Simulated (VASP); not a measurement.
Input of a VASP 6.6.1 run:

Contents of INCAR:

```
PREC = Accurate
ENCUT = 520
EDIFF = 1E-6
ISMEAR = 0
SIGMA = 0.05
LREAL = F
LASPH = T
NELM = 100
ALGO = Normal
ISIF = 2
LWAVE = F
LCHARG = T
GGA = PS
LELF = T
LVHAR = T
NBANDS = 16
```

The input KPOINTS:

```
regular mesh
0
Gamma
  12 12 12
```

POSCAR

```
AgCl
1.0
    3.3896254728      0.0303454958      0.0303454958
    0.0303454958      3.3896254728      0.0303454958
    0.0303454958      0.0303454958      3.3896254728
Ag Cl
1 1
Direct
    0.0000000000      0.0000000000      0.0000000000
    0.5000000000      0.5000000000      0.5000000000
```

Potentials or basis: VASP PAW PBE potentials, release 64 (Ag, Cl).

Launch:

```sh
$ cat potpaw_PBE.64/Ag/POTCAR potpaw_PBE.64/Cl/POTCAR > POTCAR
$ mpirun -np 1 vasp_std > vasp.out
```

(1) What does it give for the pressure?

(2) Predict the band gap on the k mesh.

Results:

(1) -3.0 GPa.

(2) 0.37 eV, indirect (least direct gap 2.00 eV).

Caveat: the PAW data sets were made with another functional, which shifts forces and pressure a little.
